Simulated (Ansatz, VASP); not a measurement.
**One calculation of LiF, two programs**

POSCAR

```
LiF
1.0
    0.0000000000      1.9948691812      1.9948691812
    1.9948691812      0.0000000000      1.9948691812
    1.9948691812      1.9948691812      0.0000000000
Li F
1 1
Direct
    0.0000000000      0.0000000000      0.0000000000
    0.5000000000      0.5000000000      0.5000000000
```

INCAR.step1

```
SYSTEM = LiF
  PREC = Accurate
  ENCUT = 720
  EDIFF = 1E-5
  ISMEAR = 0
  SIGMA = 0.01
  LREAL = .False.
  LASPH = .True.
  NELM = 120
  ALGO = Normal
  ISIF = 2
  LWAVE = .True.
  LCHARG = .False.
  GGA = PE
  NBANDS = 12
  GGA_COMPAT = .False.
```

INCAR.step2

```
SYSTEM = LiF
  PREC = Accurate
  ENCUT = 720
  EDIFF = 1E-6
  ISMEAR = 0
  SIGMA = 0.01
  LREAL = .False.
  LASPH = .True.
  NELM = 120
  ALGO = Normal
  ISIF = 2
  LWAVE = .False.
  LCHARG = .False.
  METAGGA = R2SCAN
  LHFCALC = .True.
  AEXX = 0.1
  LMIXTAU = .True.
  PRECFOCK = Normal
  ISTART = 1
  NBANDS = 12
  GGA_COMPAT = .False.
```

KPOINTS

```
Automatic mesh
0
Gamma
  8 8 8
  0 0 0
```

Input for Ansatz:

```yaml
crystal:
  lattice:
    - [0.0, 1.9948691812, 1.9948691812]
    - [1.9948691812, 0.0, 1.9948691812]
    - [1.9948691812, 1.9948691812, 0.0]
  atoms:
    - { symbol: Li, position: [0.0, 0.0, 0.0] }
    - { symbol: F, position: [0.5, 0.5, 0.5] }
kpoints:
  mp_grid: { grid: [8, 8, 8] }
  band_path:
    path:
      - [0.0, 0.0, 0.0]
      - [0.5, 0.0, 0.5]
      - [0.625, 0.25, 0.625]
      - [0.375, 0.375, 0.75]
      - [0.5, 0.5, 0.5]
      - [0.5, 0.25, 0.75]
      - [0.0375, 0.0375, 0.075]
    npoints: 1
hamiltonian:
  xc: r2scanh
scf:
  occupations: { method: fixed }
  n_extra_bands: 4
output:
  forces: true
  stress: true
  eigenvalues: true
```

Alike in both runs: task single point; functional r2SCANh; k mesh 8 × 8 × 8; no spin polarisation.

```csv
,VASP,Ansatz
version,VASP 6.6.1,Ansatz 0.2.0
potentials or method,"VASP PAW PBE potentials, release 64 (Li_sv, F)","plane waves, PAW"
plane-wave cutoff (eV),720,500
occupations,"gaussian, width 0.01 eV",fixed
valence electrons in the cell,10,10
```

Ansatz gave:

- gap on the k mesh at the Fermi level (eV): 11.42
- pressure (GPa): -0.7

Problem. Estimate VASP's values.

Solution. gap on the k mesh at the Fermi level (eV): 11.60; pressure (GPa): -1.4.

VASP's potentials were made for PBE, not for r2SCANh. Ansatz's warnings: stress exchange threshold loose, stress scf threshold loose.
